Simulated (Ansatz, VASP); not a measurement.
# Two plane-wave programs on SiC3

```
Si C
1.0
     2.68434    0.00000    0.00000
    -1.34217    2.32470    0.00000
     0.00000    0.00000    4.86620
Si C
1 3
Direct
  0.33333 0.66667 0.00000
  0.33333 0.66667 0.50000
  0.66667 0.33333 0.28413
  0.66667 0.33333 0.71587
```

Alike in both runs: functional PBE; k mesh 18 × 18 × 10; occupations gaussian, width 0.1 eV; no spin polarisation.

Ansatz relaxed the structure, and its values are those at the end. VASP's run is a single point on that final structure, the one shown.

|  | VASP | Ansatz |
| --- | --- | --- |
| version | VASP 6.6.1 | Ansatz 0.2.0 |
| potentials or method | VASP PAW PBE potentials, release 64 (Si, C), cutoff 520 eV | scalar-relativistic, plane waves, PAW |
| valence electrons in the cell | 16 | 16 |

```tsv
	VASP	Ansatz	Ansatz less VASP
gap on the k mesh at the Fermi level (eV)	none	none	-
pressure (GPa)	0.1	0.0	-0.13
```

A gap of «none» marks a metal or a gap that the smearing closes.
